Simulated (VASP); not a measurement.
# Sr7MgO8 (a cell with a defect) in VASP: a series of runs, part 2 of 2

VASP 6.6.1. The steps go on from the part before.

### Step 3. Single point, PBEsol

Contents of INCAR:

```
PREC = Accurate
ENCUT = 520
EDIFF = 1E-6
ISMEAR = -1
SIGMA = 0.05
LREAL = Auto
LASPH = T
NELM = 120
ALGO = Normal
ISIF = 2
LWAVE = F
LCHARG = F
GGA = PS
NBANDS = 74
GGA_COMPAT = F
ISYM = -1
```

Contents of KPOINTS:

```
explicit points
4
Reciprocal
  0.25000000   0.25000000   0.25000000 2
  0.25000000   0.25000000   0.75000000 2
  0.25000000   0.75000000   0.25000000 2
  0.25000000   0.75000000   0.75000000 2
```

Contents of POSCAR:

```
Sr7MgO8
1.0
    0.0000000000      5.1227470000      5.1227470000
    5.1227470000      0.0000000000      5.1227470000
    5.1227470000      5.1227470000      0.0000000000
O Sr Mg
8 7 1
Direct
    0.7496670000      0.2531930000      0.2544450000
    0.2580810000      0.7459450000      0.7441940000
    0.2484370000      0.7531300000      0.2477790000
    0.7413810000      0.2504920000      0.7535320000
    0.2501560000      0.2499770000      0.7537640000
    0.7506600000      0.7512380000      0.2511000000
    0.2442640000      0.2481830000      0.2556550000
    0.7592140000      0.7470130000      0.7407310000
    0.9998730000      0.0014680000      0.9973440000
    0.9958480000      0.9966100000      0.4986590000
    0.5052010000      0.5014170000      0.0002790000
    0.0024350000      0.5033700000      0.9955600000
    0.4972970000      0.0057300000      0.4952540000
    0.4980940000      0.9971580000      0.0031590000
    0.9976310000      0.5002540000      0.5038690000
    0.4961710000      0.5047550000      0.4972380000
```

Potentials or basis: VASP PAW PBE potentials, release 64 (O, Sr_sv, Mg).

On the command line:

```sh
> cat potpaw_PBE.64/O/POTCAR potpaw_PBE.64/Sr_sv/POTCAR potpaw_PBE.64/Mg/POTCAR > POTCAR
> mpirun -np 1 vasp_std > vasp.out
```

OUTCAR:

```text
PREC = Accurate
   ENCUT = 520
   EDIFF = 1E-6
   ISMEAR = -1
   LREAL = Auto
   LASPH = T
   NELM = 120
   ISIF = 2
   GGA = PS
   ISYM = -1

 ion  position               nearest neighbor table
   1  0.750  0.253  0.254-  10 2.51  16 2.53  11 2.55  13 2.56  12 2.58   9 2.61
   2  0.258  0.746  0.744-  16 2.50  12 2.55  13 2.56  11 2.58  10 2.60   9 2.61
   3  0.248  0.753  0.248-  14 2.53  10 2.53  16 2.55   9 2.56  11 2.56  15 2.58
   4  0.741  0.250  0.754-  14 2.54  11 2.55  16 2.57   9 2.57  15 2.59  10 2.61
   5  0.250  0.250  0.754-  12 2.54  14 2.55   9 2.56  16 2.57  15 2.57  13 2.58
   6  0.751  0.751  0.251-  13 2.55   9 2.56  15 2.56  14 2.56  16 2.57  12 2.58
   7  0.244  0.248  0.256-  13 2.52  10 2.56  15 2.56  12 2.57  14 2.58  11 2.63
   8  0.759  0.747  0.741-  15 2.48  10 2.49  12 2.55  11 2.56  13 2.60  14 2.63
   9  1.000  0.001  0.997-   5 2.56   3 2.56   6 2.56   4 2.57   2 2.61   1 2.61  15 3.59  10 3.60
                            11 3.60  12 3.61  14 3.62  13 3.62  13 3.62  14 3.63  12 3.64  11 3.64
  10  0.996  0.997  0.499-   8 2.49   1 2.51   3 2.53   7 2.56   2 2.60   4 2.61  15 3.57  12 3.59
                            13 3.59  16 3.59   9 3.60  14 3.61  14 3.63   9 3.65  16 3.65  13 3.65
  11  0.505  0.501  0.000-   4 2.55   1 2.55   3 2.56   8 2.56   2 2.58   7 2.63  14 3.58  16 3.58
                            15 3.58  13 3.59  12 3.59   9 3.60   9 3.64  12 3.65  13 3.66  15 3.66
  12  0.002  0.503  0.996-   5 2.54   8 2.55   2 2.55   7 2.57   1 2.58   6 2.58  10 3.59  15 3.59
                            11 3.59  16 3.59   9 3.61  14 3.62  14 3.63   9 3.64  16 3.65  11 3.65
  13  0.497  0.006  0.495-   7 2.52   6 2.55   2 2.56   1 2.56   5 2.58   8 2.60  11 3.59  10 3.59
                            14 3.59  15 3.60  16 3.62   9 3.62   9 3.62  16 3.63  15 3.64  14 3.65
  14  0.498  0.997  0.003-   3 2.53   4 2.54   5 2.55   6 2.56   7 2.58   8 2.63  16 3.57  11 3.58
                            13 3.59  10 3.61   9 3.62  12 3.62  12 3.63   9 3.63  10 3.63  13 3.65
  15  0.998  0.500  0.504-   8 2.48   6 2.56   7 2.56   5 2.57   3 2.58   4 2.59  10 3.57  11 3.58
                            12 3.59   9 3.59  13 3.60  16 3.60  16 3.64  13 3.64   9 3.65  12 3.65
  16  0.496  0.505  0.497-   2 2.50   1 2.53   3 2.55   5 2.57   6 2.57   4 2.57  14 3.57  11 3.58
                            12 3.59  10 3.59  15 3.60  13 3.62  13 3.63  15 3.64  10 3.65  12 3.65

IMPORTANT INFORMATION: All symmetrisations will be switched off!
NOSYMM: (Re-)initialisation of all symmetry stuff for point group C_1.

[... 121 lines left out ...]
 number of electron     120.0000003 magnetization

 Free energy of the ion-electron system (eV)
  ---------------------------------------------------
  ext. energy  EPLUGINS =         0.00000000
  ---------------------------------------------------
  free energy    TOTEN  =       -99.09937471 eV

  energy without entropy =      -99.09937471  energy(sigma->0) =      -99.09937471

 E-fermi :   2.4292     XC(G=0): -10.1439

 val. band max:        1.2041827522   @ k =   0.2500   0.2500   0.2500
 cond. band min:       5.0053271562   @ k =   0.2500   0.2500   0.2500
 fundamental gap:      3.8011444040
 Fermi energy:         2.4292121218

 k-point     1 :       0.2500    0.2500    0.2500
  band No.  band energies     occupation
      1     -31.0639      2.00000
      2     -30.7400      2.00000
      3     -30.6696      2.00000
      4     -30.6328      2.00000
      5     -30.6230      2.00000
      6     -30.5745      2.00000
[... 289 lines left out ...]
     71       7.9246      0.00000
     72       8.0341      0.00000
 [bands above 72 left out]

------------------------ aborting loop because EDIFF is reached ----------------------------------------

  FORCE on cell =-STRESS in cart. coord.  units (eV):
  Direction    XX          YY          ZZ          XY          YZ          ZX
  --------------------------------------------------------------------------------------
  -------------------------------------------------------------------------------------
  Total       -6.0075055     -5.5385071     -5.2888250     -0.1001040      0.0346053     -0.0261521
  in kB      -35.7986000    -33.0038484    -31.5159976     -0.5965176      0.2062120     -0.1558396
  external PRESSURE =     -33.4394820 kB  Pullay stress =       0.0000000 kB

 VOLUME and BASIS-vectors are now :
 -----------------------------------------------------------------------------
  energy-cutoff  :      520.00
  volume of cell :      268.87
      direct lattice vectors                 reciprocal lattice vectors
     0.000000000  5.122747000  5.122747000    -0.097603883  0.097603883  0.097603883
     5.122747000  0.000000000  5.122747000     0.097603883 -0.097603883  0.097603883
     5.122747000  5.122747000  0.000000000     0.097603883  0.097603883 -0.097603883

 POSITION                                       TOTAL-FORCE (eV/Angst)
 -----------------------------------------------------------------------------------
      2.60050      5.14381      5.13740         0.465513     -0.260264     -0.018321
      7.63361      5.13440      5.14337        -0.437811     -0.071898     -0.046416
      5.12740      2.54199      5.13077        -0.110238      0.653757     -0.068677
      5.14336      7.65806      5.08111        -0.047513     -0.325657      0.141304
      5.14191      5.14283      2.56205        -0.101618     -0.147789      0.489167
      5.13472      5.13176      7.69384        -0.060717     -0.133525     -0.504205
[... 8 lines left out ...]
      5.14387      7.69180      7.67329        -0.311094     -0.200905     -0.082979
      5.13296      5.08898      5.12749         0.111766      0.296908      0.006989
 -----------------------------------------------------------------------------------
    total drift:                               -0.006230     -0.003583      0.007749

  FREE ENERGIE OF THE ION-ELECTRON SYSTEM (eV)
  ---------------------------------------------------
  free  energy   TOTEN  =       -99.0993747129 eV

  energy  without entropy=      -99.0993747129  energy(sigma->0) =      -99.09937471
```

stdout:

```text
POSCAR found type information on POSCAR O SrMg
 POSCAR found :  3 types and      16 ions
 scaLAPACK will be used
 -----------------------------------------------------------------------------
|                                                                             |
|                                                                             |
|     You enforced a specific xc type in the INCAR file but a different       |
|     I HOPE YOU KNOW WHAT YOU ARE DOING!                                     |
|                                                                             |
 -----------------------------------------------------------------------------

 LDA part: xc-table for (Slater+PW92), standard interpolation
 POSCAR, INCAR and KPOINTS ok, starting setup
 FFT: planning ... GRIDC
 FFT: planning ... GRID_SOFT
 FFT: planning ... GRID
 WAVECAR not read
 entering main loop
```

It took 95 s on 1 thread of Intel Xeon 6975P-C (Granite Rapids), shared host; peak memory 0.4 GiB.

What came out:

```yaml
Free_energy: -99.0994 eV
Pressure: -3.3 GPa
Largest_force: 0.667 eV/Å
Band_gap_on_the_k_mesh: 3.80 eV
```

Forces in eV/Å, atoms in the order of the input:
```
O    0.466 -0.260 -0.018
O   -0.438 -0.072 -0.046
O   -0.110  0.654 -0.069
O   -0.048 -0.326  0.141
O   -0.102 -0.148  0.489
O   -0.061 -0.134 -0.504
O   -0.108  0.019  0.220
O    0.344  0.029 -0.243
Sr  -0.048  0.001 -0.050
Sr   0.279  0.076  0.332
Sr  -0.121 -0.275 -0.234
Sr   0.059  0.314 -0.046
Sr  -0.018  0.129 -0.139
Sr   0.106 -0.104  0.243
Sr  -0.311 -0.201 -0.083
Mg   0.112  0.297  0.007
```

Caveat: the PAW data sets were made with another functional, which shifts forces and pressure a little.

### Step 4. Single point, PBEsol+D3(BJ), collinear spin

Contents of INCAR:

```
SYSTEM = Sr7MgO8
PREC = Accurate ; ENCUT = 520
EDIFF = 1E-6 ; ISMEAR = -1
SIGMA = 0.05 ; LREAL = Auto
LASPH = .TRUE. ; NELM = 200
ALGO = Normal ; ISIF = 2
LWAVE = .FALSE. ; LCHARG = .FALSE.
ISPIN = 2 ; MAGMOM = 0.125 0.125 0.125 0.125 0.125 0.125 0.125 0.125 0.125 0.125 0.125 0.125 0.125 0.125 0.125 0.125
LORBIT = 11 ; GGA = PS
IVDW = 12 ; NBANDS = 78
GGA_COMPAT = .FALSE. ; ISYM = -1
```

KPOINTS is that of step 3.

POSCAR is that of step 3.

On the command line:

```sh
> cat potpaw_PBE.64/O/POTCAR potpaw_PBE.64/Sr_sv/POTCAR potpaw_PBE.64/Mg/POTCAR > POTCAR
> mpirun -np 1 vasp_std > vasp.out
```

Wall time 2.9 min (1 thread of Intel Xeon 6975P-C (Granite Rapids), shared host); peak memory 0.56 GiB.

Results (log left out):

| Item | Value |
| --- | --- |
| Free energy | -103.0420 eV |
| Pressure | -5.8 GPa |
| Largest force | 0.667 eV/Å |
| Band gap on the k mesh | 3.80 eV |
| Net moment | 0.00 μB per cell |
| Valence electrons inside the program's atomic spheres | O 4.93, 4.94, 4.95, 4.96 (each value once); Sr 8.05, 8.07, 8.06 (each value once); Mg 0.22 |
| Dispersion energy per atom | -0.246 eV |

Forces in eV/Å, atoms in the order of the input:
```
O    0.467 -0.260 -0.018
O   -0.439 -0.072 -0.046
O   -0.110  0.655 -0.069
O   -0.048 -0.327  0.141
O   -0.102 -0.148  0.490
O   -0.061 -0.133 -0.505
O   -0.108  0.019  0.220
O    0.344  0.029 -0.243
Sr  -0.048  0.001 -0.050
Sr   0.280  0.076  0.332
Sr  -0.121 -0.275 -0.234
Sr   0.059  0.313 -0.046
Sr  -0.018  0.129 -0.139
Sr   0.106 -0.103  0.244
Sr  -0.311 -0.201 -0.083
Mg   0.112  0.297  0.007
```

Stress tensor (GPa, compression positive):
```
-6.02 -0.06 -0.02
-0.06 -5.74  0.02
-0.02  0.02 -5.59
```

Levels at points of the mesh, in eV from the valence-band top:
Spin up:
| k point | band 58 | band 59 | band 60 | band 61 | band 62 | band 63 |
| --- | --- | --- | --- | --- | --- | --- |
| (0.25, 0.25, 0.25) | -0.09 | -0.01 | 0.00 | 3.80 | 4.07 | 4.09 |
Spin down:
| k point | band 57 | band 58 | band 59 | band 60 | band 61 | band 62 | band 63 | band 64 |
| --- | --- | --- | --- | --- | --- | --- | --- | --- |
| (0.25, 0.25, 0.25) | -0.11 | -0.09 | -0.01 | 0.00 | 3.80 | 4.07 | 4.09 | 4.10 |

Caveat: three body term missing; the PAW data sets were made with another functional, which shifts forces and pressure a little.

### Step 5. The runs side by side

```tsv
level	spin	mended	gap on the mesh (eV)	pressure (GPa)	largest force (eV/Å)
PBEsol	off	-	3.80	-3.3	0.67
PBEsol	off	yes	3.80	-3.3	0.67
PBEsol+D3(BJ)	collinear	yes	3.80	-5.8	0.67
```

Alike in all rows: task single point; potentials or basis VASP PAW PBE potentials, release 64 (O, Sr_sv, Mg); cell as given; k mesh 2 × 2 × 2, shifted; cutoff (eV) 520; smearing fermi-dirac 0.05 eV.

The pressure there spans -5.8 GPa (PBEsol+D3(BJ)) to -3.3 GPa (PBEsol); a positive pressure means that this level wants a larger cell, a negative one a smaller.

Caveats: the PAW data sets were made with another functional, which shifts forces and pressure a little; three body term missing (at least some runs).

Absolute energies hang on the potentials; compare differences alone.
